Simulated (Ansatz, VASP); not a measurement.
**One calculation of Al3GaN4, two programs**

The input INCAR:

```
PREC = Accurate
ENCUT = 520
EDIFF = 1E-6
ISMEAR = 0
SIGMA = 0.05
LREAL = False
LASPH = True
NELM = 80
ALGO = Normal
ISIF = 2
LWAVE = False
LCHARG = False
GGA = PS
NBANDS = 31
```

File KPOINTS:

```
regular mesh
0
Gamma
  6 8 4
```

File POSCAR:

```
Al3GaN4
1.0
    5.0434079743      0.0000000000      0.0001149899
    0.0000000000      3.1300738979      0.0000000000
   -0.0032362578      0.0000000000      5.4179919454
Al Ga N
3 1 4
Direct
    0.4720021169      0.5000000000      0.1485306747
    0.0009207031      0.5000000000      0.8348055926
    0.0010880657      0.0000000000      0.3316926346
    0.4994217128      0.0000000000      0.6662009018
    0.1111724737      0.0000000000      0.6663292504
    0.1224543244      0.5000000000      0.1671578642
    0.6251234792      0.5000000000      0.8401923549
    0.6231881982      0.0000000000      0.3262928352
```

Input for Ansatz:

```yaml
crystal:
  lattice:
    - [5.0434079743, 0.0, 0.0001149899]
    - [0.0, 3.1300738979, 0.0]
    - [-0.0032362578, 0.0, 5.4179919454]
  atoms:
    - { symbol: Al, position: [0.4720021169, 0.5, 0.1485306747] }
    - { symbol: Al, position: [0.0009207031, 0.5, 0.8348055926] }
    - { symbol: Al, position: [0.0010880657, 0.0, 0.3316926346] }
    - { symbol: Ga, position: [0.4994217128, 0.0, 0.6662009018] }
    - { symbol: "N", position: [0.1111724737, 0.0, 0.6663292504] }
    - { symbol: "N", position: [0.1224543244, 0.5, 0.1671578642] }
    - { symbol: "N", position: [0.6251234792, 0.5, 0.8401923549] }
    - { symbol: "N", position: [0.6231881982, 0.0, 0.3262928352] }
basis:
  ecutwfc: 420
kpoints:
  mp_grid: { grid: [6, 8, 4] }
hamiltonian:
  xc: pbesol
scf:
  occupations: { method: gaussian, width: 0.05 }
output:
  forces: true
  stress: true
  eigenvalues: true
```

Alike in both runs: task single point; functional PBEsol; k mesh 6 × 8 × 4; occupations gaussian, width 0.05 eV; no spin polarisation.

```csv
,VASP,Ansatz
version,VASP 6.6.1,Ansatz 0.2.0
potentials or method,"VASP PAW PBE potentials, release 64 (Al, Ga_d, N), cutoff 520 eV","scalar-relativistic, plane waves, PAW"
valence electrons in the cell,42,42
```

|  | VASP | Ansatz | Ansatz less VASP |
| --- | --- | --- | --- |
| gap on the k mesh at the Fermi level (eV) | 3.12 | 3.10 | -0.017 |
| least direct gap on the mesh (eV) | 3.12 | 3.10 | -0.017 |
| pressure (GPa) | 1.1 | 1.1 | +0.05 |
| traceless stress, the component that is largest in VASP (GPa) | 3.93 | 3.84 | -0.093 |
| rms of the force components (eV/Å) | 0.954 | 0.946 | -0.0073 |

VASP's potentials were made for PBE, not for PBEsol. Atom by atom the forces differ by 0.009 eV/Å (rms over components).
